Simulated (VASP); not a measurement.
Write the native input for VASP 6.6.1 that does the following.

* Task: single point
* Functional: r2SCAN
* Potentials or basis: VASP PAW PBE potentials, release 64 (Zn)
* Cutoff: 520 eV
* k mesh: 9 × 9 × 9
* Occupations: gaussian, width 0.1 eV
* Spin: no spin polarisation
* Dipole correction: no
* Further INCAR settings: ALGO = Normal; EDIFF = 1e-06; NBANDS = 12

Zn:

```
Zn
1.0
     2.07473    1.19785    0.99872
    -2.07473    1.19785    0.99872
     0.00000   -2.39570    0.99872
Zn
1
Direct
  0.50000 0.50000 0.50000
```

These files were run (other wordings do the same):

POSCAR

```
Zn
1.0
    2.0747332877      1.1978478222      0.9987237947
   -2.0747332877      1.1978478222      0.9987237947
    0.0000000000     -2.3956956443      0.9987237948
Zn
1
Direct
    0.5000000000      0.5000000000      0.5000000000
```

INCAR.step1

```
ALGO = Normal
EDIFF = 1E-4
ENCUT = 520
GGA = PE
ISMEAR = 0
LASPH = T
LCHARG = F
LREAL = F
LWAVE = T
NBANDS = 12
NELM = 60
PREC = Accurate
SIGMA = 0.1
```

INCAR.step2

```
ALGO = Normal
EDIFF = 1E-6
ENCUT = 520
ISIF = 2
ISMEAR = 0
ISTART = 1
LASPH = T
LCHARG = T
LELF = T
LMIXTAU = T
LREAL = F
LVHAR = T
LWAVE = F
METAGGA = R2SCAN
NBANDS = 12
NELM = 60
PREC = Accurate
SIGMA = 0.1
```

KPOINTS

```
k-points
0
Gamma
  9 9 9
```

Potentials or basis: VASP PAW PBE potentials, release 64 (Zn).

Command:

```console
$ cat potpaw_PBE.64/Zn/POTCAR > POTCAR
$ cp INCAR.step1 INCAR
$ mpirun -np 1 vasp_std > vasp.out
$ cp INCAR.step2 INCAR
$ mpirun -np 1 vasp_std > vasp.out
```

It gave:

```yaml
Pressure: 0.4 GPa
Band_gap_on_the_k_mesh: zero (band 6 reaches 6.52 eV, above the bottom of band 7 at 1.64 eV)
```

Caveat: the PAW data sets were made with another functional, which shifts forces and pressure a little.

Wall time 36 s on 1 thread of Intel(R) Xeon(R) Platinum 8488C (Sapphire Rapids) (shared host), peak memory 0.13 GiB.
